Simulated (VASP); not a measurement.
**Ir: single point with LDA**

The system is Ir.

```
Ir
1.0
     2.75832    0.00000    0.00000
    -1.37916    2.38878    0.00000
     0.00000    0.00000    4.47230
Ir
2
Cartesian
  1.3792 0.7963 3.3542
  0.0000 1.5925 1.1181
```

This isn't the form of Ir at room conditions, which is fcc.

```
Program                : VASP 6.6.1
Task                   : single point
Functional             : LDA
Potentials or basis    : VASP PAW LDA potentials, release 64 (Ir)
Cutoff                 : 520 eV
k mesh                 : 21 × 21 × 12
Occupations            : gaussian, width 0.15 eV
Spin                   : collinear spin
Starting moments       : [0.3, 0.3] μB
Fixed moment           : 0.6 μB
Dipole correction      : no
Further INCAR settings : ALGO = Fast; EDIFF = 1e-07; NBANDS = 20
```

```
Pressure                                              : -17.4 GPa
Net moment                                            : 0.60 μB per cell
Site moments                                          : Ir +0.29 μB
Valence electrons inside the program's atomic spheres : Ir 8.28
```

Stress tensor (GPa, compression positive):
```
-17.16   0.00   0.00
  0.00 -17.16   0.00
  0.00   0.00 -17.99
```

Run time: 4.7 min on 1 thread of AMD EPYC 9R45 96-Core Processor (Zen 5), on a shared host, peak memory 0.33 GiB.

Caveat: the cell stands under tension; the total moment is fixed, so each spin has its own Fermi level.
